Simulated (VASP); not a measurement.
# Al (a cell with a defect) in VASP: single point with PBE

Aim: the single point of Al (a cell with a defect) with PBE.

Everything below comes from runs of VASP 6.6.1. Logs are shortened: lines on timing, memory, paths and dates and some standing lists are left out, and cuts for length are marked.

**1. The cell of the first run**

The cell holds a defect, 26 atoms: a = 8.574 Å, b = 8.574 Å, c = 8.574 Å, α = 60.00°, β = 60.00°, γ = 60.00°.

**2. Single point, PBE (atoms taken out, then relaxed in part)**

Input file INCAR:

```
  PREC = Accurate
  ENCUT = 520
  EDIFF = 1E-7
  ISMEAR = 0
  SIGMA = 0.1
  LREAL = Auto
  LASPH = True
  NELM = 60
  ALGO = Fast
  ISIF = 2
  LWAVE = False
  LCHARG = True
  GGA = PE
  LELF = True
  LVHAR = True
  NBANDS = 58
```

Input file KPOINTS:

```
regular mesh
0
Gamma
  4 4 4
```

Input file POSCAR:

```
Al
1.0
    6.0624313445      0.0000000000      6.0624313445
    0.0000000000     -6.0624313445      6.0624313445
    6.0624313445     -6.0624313445      0.0000000000
Al
26
Direct
    0.0000000000      0.3309342718      0.6666666667
    0.3309342718      0.0000000000      0.6666666667
    0.0000000000      0.6690657282      0.6666666667
    0.3335641972      0.3335641972      0.6659740751
    0.6690657282      0.0000000000      0.6666666667
    0.3309342718      0.6690657282      0.6666666667
    0.6690657282      0.3309342718      0.6666666667
    0.6664358028      0.6664358028      0.6673592582
    0.0000000000      0.0000000000      0.3357323949
    0.0000000000      0.3309342718      0.3357323949
    0.3309342718      0.0000000000      0.3357323949
    0.0006925915      0.6664358028      0.3331024695
    0.3329540972      0.3329540972      0.3337125695
    0.6664358028      0.0006925915      0.3331024695
    0.3329540972      0.6670459028      0.3337125695
    0.6670459028      0.3329540972      0.3337125695
    0.6664358028      0.6664358028      0.3331024695
    0.0000000000      0.0000000000     -0.0023990615
   -0.0006925915      0.3335641972      0.0002308638
    0.3335641972     -0.0006925915      0.0002308638
    0.0000000000      0.6690657282     -0.0023990615
    0.3335641972      0.3335641972      0.0002308638
    0.6690657282      0.0000000000     -0.0023990615
    0.3329540972      0.6670459028     -0.0003792361
    0.6670459028      0.3329540972     -0.0003792361
    0.6670459028      0.6670459028     -0.0003792361
```

Potentials or basis: VASP PAW PBE potentials, release 64 (Al).

Started as:

```sh
$ cat potpaw_PBE.64/Al/POTCAR > POTCAR
$ mpirun -np 1 vasp_std > vasp.out
```

OUTCAR:

```text
PREC = Accurate
   ENCUT = 520
   EDIFF = 1E-7
   ISMEAR = 0
   LREAL = Auto
   LASPH = True
   NELM = 60
   ISIF = 2
   GGA = PE

 ion  position               nearest neighbor table
   1  0.000  0.331  0.667-   2 2.84   7 2.84  18 2.84  10 2.84  25 2.85  13 2.85  19 2.87   8 2.87
                            12 2.87   4 2.87   3 2.90
   2  0.331  0.000  0.667-   1 2.84   6 2.84  18 2.84  11 2.84  24 2.85  13 2.85  20 2.87   8 2.87
                            14 2.87   4 2.87   5 2.90
   3  0.000  0.669  0.667-   5 2.84   6 2.84  21 2.84   9 2.84  26 2.85  15 2.85  19 2.87   4 2.87
                             8 2.87  12 2.87   1 2.90
   4  0.334  0.334  0.666-  13 2.85  15 2.85  16 2.85  19 2.87  20 2.87  22 2.87   1 2.87   2 2.87
                             3 2.87   5 2.87   6 2.87   7 2.87
   5  0.669  0.000  0.667-   3 2.84   7 2.84  23 2.84   9 2.84  26 2.85  16 2.85  20 2.87   4 2.87
                             8 2.87  14 2.87   2 2.90
   6  0.331  0.669  0.667-   2 2.84   3 2.84  21 2.84  11 2.84  24 2.85  15 2.85  22 2.87   8 2.87
                            17 2.87   4 2.87   7 2.90
   7  0.669  0.331  0.667-   1 2.84   5 2.84  23 2.84  10 2.84  25 2.85  16 2.85  22 2.87   8 2.87
                            17 2.87   4 2.87   6 2.90
   8  0.666  0.666  0.667-  24 2.85  25 2.85  26 2.85  14 2.87  12 2.87  17 2.87   6 2.87   7 2.87
                             1 2.87   2 2.87   3 2.87   5 2.87
   9  0.000  0.000  0.336-  10 2.84  11 2.84   3 2.84   5 2.84  15 2.85  16 2.85  12 2.87  14 2.87
[... 21 lines left out ...]
  20  0.334  0.999  0.000-  24 2.85  26 2.85  15 2.85  22 2.87   4 2.87  19 2.87   2 2.87   5 2.87
                            18 2.87  23 2.87  11 2.87   9 2.87
  21  0.000  0.669  0.998-   3 2.84   6 2.84  18 2.84  23 2.84  24 2.85  26 2.85  12 2.87  22 2.87
                            19 2.87  17 2.87  10 2.90
  22  0.334  0.334  0.000-  24 2.85  25 2.85  13 2.85  20 2.87   4 2.87  19 2.87   7 2.87   6 2.87
                            21 2.87  23 2.87  11 2.87  10 2.87
  23  0.669  0.000  0.998-   5 2.84   7 2.84  18 2.84  21 2.84  25 2.85  26 2.85  14 2.87  22 2.87
                            20 2.87  17 2.87  11 2.90
  24  0.333  0.667  1.000-   8 2.85  12 2.85  20 2.85  22 2.85   6 2.85  21 2.85   2 2.85  18 2.85
                            25 2.86  26 2.86  13 2.86  15 2.86
  25  0.667  0.333  1.000-   8 2.85  14 2.85  19 2.85  22 2.85   7 2.85   1 2.85  23 2.85  18 2.85
                            24 2.86  26 2.86  13 2.86  16 2.86
  26  0.667  0.667  1.000-  17 2.85  19 2.85  20 2.85   8 2.85   3 2.85   5 2.85  21 2.85  23 2.85
                            24 2.86  25 2.86  16 2.86  15 2.86

  LATTYP: Found a face centered cubic cell.
 ALAT       =    12.1248626890

  Lattice vectors:

 A1 = (   6.0624313445,   0.0000000000,   6.0624313445)
 A2 = (   0.0000000000,  -6.0624313445,   6.0624313445)
 A3 = (   6.0624313445,  -6.0624313445,   0.0000000000)

Analysis of symmetry for initial positions (statically):
=====================================================================
 Subroutine PRICEL returns:
 Original cell was already a primitive cell.

 Routine SETGRP: Setting up the symmetry group for a
 face centered cubic supercell.

 Subroutine GETGRP returns: Found 48 space group operations
 (whereof  4 operations were pure point group operations)
 out of a pool of 48 trial point group operations.

The static configuration has the point symmetry C_2v.
 The point group associated with its full space group is O_h .

Analysis of symmetry for dynamics (positions and initial velocities):
=====================================================================
 Subroutine PRICEL returns:
 Original cell was already a primitive cell.

 Routine SETGRP: Setting up the symmetry group for a
 face centered cubic supercell.

 Subroutine GETGRP returns: Found 48 space group operations
 (whereof  4 operations were pure point group operations)
 out of a pool of 48 trial point group operations.

The dynamic configuration has the point symmetry C_2v.
 The point group associated with its full space group is O_h .

 Subroutine INISYM returns: Found 48 space group operations
 (whereof  4 operations are pure point group operations),
 and found     1 'primitive' translations

----------------------------------------------------------------------------------------

                                     Primitive cell

  volume of cell :     445.6260

  direct lattice vectors                    reciprocal lattice vectors
[... 66 lines left out ...]
 KPOINTS: regular mesh

Automatic generation of k-mesh.
 Grid dimensions read from file:
 generate k-points for:    4    4    4

 Generating k-lattice:

  Cartesian coordinates                     Fractional coordinates (reciprocal lattice)
     0.020618790  0.020618790  0.020618790     0.250000000  0.000000000  0.000000000
    -0.020618790 -0.020618790  0.020618790     0.000000000  0.250000000  0.000000000
     0.020618790 -0.020618790 -0.020618790     0.000000000  0.000000000  0.250000000

  Length of vectors
     0.035712792  0.035712792  0.035712792

  Shift w.r.t. Gamma in fractional coordinates (k-lattice)
     0.000000000  0.000000000  0.000000000

 Subroutine IBZKPT returns following result:
 ===========================================

 Found      8 irreducible k-points:

 Following reciprocal coordinates:
            Coordinates               Weight
  0.000000  0.000000  0.000000      1.000000
  0.250000  0.000000  0.000000      8.000000
  0.500000  0.000000  0.000000      4.000000
  0.250000  0.250000  0.000000      6.000000
  0.500000  0.250000  0.000000     24.000000
 -0.250000  0.250000  0.000000     12.000000
  0.500000  0.500000  0.000000      3.000000
 -0.250000  0.500000  0.250000      6.000000
   k-points           NKPTS =      8   k-points in BZ     NKDIM =      8   number of bands    NBANDS=     58
   number of dos      NEDOS =    301   number of ions     NIONS =     26
   total plane-waves  NPLWV = 262144
   dimension x,y,z NGX =    64 NGY =   64 NGZ =   64
   dimension x,y,z NGXF=   128 NGYF=  128 NGZF=  128
   ions per type =              26
   NGX,Y,Z   is equivalent  to a cutoff of  12.41, 12.41, 12.41 a.u.
   NGXF,Y,Z  is equivalent  to a cutoff of  24.82, 24.82, 24.82 a.u.
 SYSTEM =  unknown system
   PREC   = accura    normal or accurate (medium, high low for compatibility)
   ISTART =      0    job   : 0-new  1-cont  2-samecut
   ICHARG =      2    charge: 1-file 2-atom 10-const
   ISPIN  =      1    spin polarized calculation?
   LNONCOLLINEAR =      F non collinear calculations
   LSORBIT =      F    spin-orbit coupling
   LASPH  =      T    aspherical Exc in radial PAW
   ENCUT  =  520.0 eV  38.22 Ry    6.18 a.u.  15.94 15.94 15.94*2*pi/ulx,y,z
   NELM   =     60;   NELMIN=  2; NELMDL= -5     # of ELM steps
   EDIFF  = 0.1E-06   stopping-criterion for ELM
   LREAL  =      T    real-space projection
   EDIFFG = 0.1E-05   stopping-criterion for IOM
   NSW    =      0    number of steps for IOM
   IBRION =     -1    ionic relax: 0-MD 1-quasi-New 2-CG
   NFREE  =      0    steps in history (QN), initial steepest desc. (CG)
   ISIF   =      2    stress and relaxation
   ISYM   =      2    0-nonsym 1-usesym 2-fastsym
   POTIM  = 0.5000    time-step for ionic-motion
   TEBEG  =    0.0;   TEEND  =   0.0 temperature during run
   PSTRESS=    0.0 pullay stress
   NELECT =      78.0000    total number of electrons
   NUPDOWN=      -1.0000    fix difference up-down
   EMIN   =  10.00;   EMAX   =-10.00  energy-range for DOS
   EFERMI =   0.00;   METHOD = LEGACY
   ISMEAR =     0;   SIGMA  =   0.10  broadening in eV -4-tet -1-fermi 0-gaus
   EFERMI_NEDOS =   21; number of points for ismear=-14 and -15
   IALGO  =     68    algorithm
   IMIX   =      4    mixing-type and parameters
     AMIX     =   0.40;   BMIX     =  1.00
     AMIX_MAG =   1.60;   BMIX_MAG =  1.00
  volume/ion in A,a.u.               =      17.14       115.66
  Fermi-wavevector in a.u.,A,eV,Ry     =   0.915763  1.730540 11.410131  0.838621
  Thomas-Fermi vector in A             =   2.040541
   LORBIT       =      0    0 simple, 1 ext, 2 COOP (PROOUT), +10 PAW based schemes
   GGA     = PE    functional components
   LHFCALC =     F    Hartree Fock is set to
   AEXX    =    0.0000 exact exchange contribution
   IVDW    =     0    specifies the selected vdW correction
   LEPSILON=     F    determine dielectric tensor
   LRPA    =     F    only Hartree local field effects (RPA)
 non-spin polarized calculation
 RMM-DIIS sequential band-by-band and
 Gauss-broadening in eV      SIGMA  =   0.10
  energy-cutoff  :      520.00
  volume of cell :      445.63
 maximum number of plane-waves:     12039
   NGX = 31   NGY = 31   NGZ = 31

 number of electron      78.0000000 magnetization

 Free energy of the ion-electron system (eV)
  ---------------------------------------------------
  ext. energy  EPLUGINS =         0.00000000
  ---------------------------------------------------
  free energy    TOTEN  =       -96.71168635 eV

  energy without entropy =      -96.66240457  energy(sigma->0) =      -96.68704546

 E-fermi :   7.4908     XC(G=0): -10.0244

 val. band max:        7.4774747508   @ k =   0.2500   0.2500   0.0000
 cond. band min:       7.6101867597   @ k =   0.2500   0.0000   0.0000
 fundamental gap:      0.1327120089
 Fermi energy:         7.4908008937

 k-point     1 :       0.0000    0.0000    0.0000
  band No.  band energies     occupation
      1      -3.3886      2.00000
      2      -0.5271      2.00000
      3      -0.5009      2.00000
      4      -0.5009      2.00000
      5      -0.5009      2.00000
      6      -0.4276      2.00000
[... 421 lines left out ...]
     50       9.4508      0.00000
     51       9.6381      0.00000
 [bands above 51 left out]

------------------------ aborting loop because EDIFF is reached ----------------------------------------

  FORCE on cell =-STRESS in cart. coord.  units (eV):
  Direction    XX          YY          ZZ          XY          YZ          ZX
  --------------------------------------------------------------------------------------
  -------------------------------------------------------------------------------------
  Total       -1.7826899     -1.7826899     -1.7826899      0.0000000      0.0000000     -0.0000000
  in kB       -6.4093781     -6.4093781     -6.4093781      0.0000000      0.0000000     -0.0000000
  external PRESSURE =      -6.4093781 kB  Pullay stress =       0.0000000 kB

 VOLUME and BASIS-vectors are now :
 -----------------------------------------------------------------------------
  energy-cutoff  :      520.00
  volume of cell :      445.63
      direct lattice vectors                 reciprocal lattice vectors
     6.062431345  0.000000000  6.062431345     0.082475161  0.082475161  0.082475161
     0.000000000 -6.062431345  6.062431345    -0.082475161 -0.082475161  0.082475161
     6.062431345 -6.062431345  0.000000000     0.082475161 -0.082475161 -0.082475161

 POSITION                                       TOTAL-FORCE (eV/Angst)
 -----------------------------------------------------------------------------------
      4.04162     -6.04789      2.00627        -0.000000      0.001013     -0.001013
      6.04789     -4.04162      2.00627        -0.001013      0.000000     -0.001013
      4.04162     -8.09779      4.05617        -0.000000     -0.001013      0.001013
      6.05963     -6.05963      4.04442         0.000528     -0.000528     -0.000528
      8.09779     -4.04162      4.05617         0.001013      0.000000      0.001013
      6.04789     -8.09779      6.06243        -0.001013     -0.001013     -0.000000
[... 18 lines left out ...]
     10.10405     -8.07864      6.06243        -0.000000      0.000608     -0.000000
     10.10405    -10.10405      8.08784        -0.000000      0.000000      0.000608
 -----------------------------------------------------------------------------------
    total drift:                               -0.000000      0.000000      0.000000

  FREE ENERGIE OF THE ION-ELECTRON SYSTEM (eV)
  ---------------------------------------------------
  free  energy   TOTEN  =       -96.7116863535 eV

  energy  without entropy=      -96.6624045702  energy(sigma->0) =      -96.68704546
```

It took 13 min on 1 thread of Intel Xeon 8259CL, shared host; peak memory 0.6 GiB.

What came out:

```
Free energy            : -96.7117 eV
Pressure               : -0.6 GPa
Band gap on the k mesh : zero (bands 39 and 40 overlap by 0.63 eV)
```

Levels at points of the mesh, in eV from the Fermi level:
| k point | band 35 | band 36 | band 37 | band 38 | band 39 | band 40 | band 41 | band 42 | band 43 | band 44 |
| --- | --- | --- | --- | --- | --- | --- | --- | --- | --- | --- |
| (0.00, 0.00, 0.00) | -0.78 | -0.78 | -0.36 | -0.36 | -0.36 | 0.52 | 0.52 | 0.52 | 0.54 | 0.54 |
| (0.50, 0.00, 0.00) | -0.57 | -0.45 | -0.45 | -0.22 | -0.22 | -0.02 | 1.26 | 1.26 | 1.29 | 1.37 |
| (0.50, 0.50, 0.00) | -1.30 | -1.13 | -0.41 | -0.41 | -0.34 | 0.26 | 0.92 | 0.99 | 0.99 | 1.40 |

Caveat: the cell differs from its parent crystal (atoms taken out, then relaxed in part).
